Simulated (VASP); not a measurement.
Wanted: the native input for a VASP 6.6.1 run.

- Task: single point
- Functional: PBEsol
- Potentials or basis: VASP PAW PBE potentials, release 64 (Tl_d)
- Cutoff: 520 eV
- k mesh: 9 × 9 × 5
- Occupations: fermi-dirac, width 0.05 eV
- Spin: no spin polarisation
- Dipole correction: no
- Further INCAR settings: ALGO = Normal; EDIFF = 1e-06; NBANDS = 20

The structure of Tl lies in POSCAR:

```
Tl
1.0
    3.4560000000      0.0000000000      0.0000000000
   -1.7280000000      2.9929837955      0.0000000000
    0.0000000000      0.0000000000      5.5250000000
Tl
2
Direct
    0.6666666667      0.3333333333      0.7500000000
    0.3333333333      0.6666666667      0.2500000000
```

One way to write it, as run:

INCAR

```
SYSTEM = Tl
ALGO = Normal
EDIFF = 1E-6
ENCUT = 520
GGA = PS
ISIF = 2
ISMEAR = -1
LASPH = .True.
LCHARG = .False.
LREAL = .False.
LWAVE = .False.
NBANDS = 20
NELM = 100
PREC = Accurate
SIGMA = 0.05
```

KPOINTS

```
k-points
0
Gamma
  9 9 5
  0 0 0
```

Potentials or basis: VASP PAW PBE potentials, release 64 (Tl_d).

Command:

```console
$ cat potpaw_PBE.64/Tl_d/POTCAR > POTCAR
$ mpirun -np 1 vasp_std > vasp.out
```

It gave:

| Quantity | Value |
| --- | --- |
| Pressure | 0.2 GPa |
| Band gap on the k mesh | zero (bands 13 and 14 overlap by 3.68 eV) |

Caveat: the PAW data sets were made with another functional, which shifts forces and pressure a little; spin-orbit coupling is left out, which moves the levels of the heavy elements.

It took 23 s on 1 thread of Intel(R) Xeon(R) Platinum 8259CL CPU @ 2.50GHz (Skylake/Cascade Lake) (shared host), peak memory 0.18 GiB.
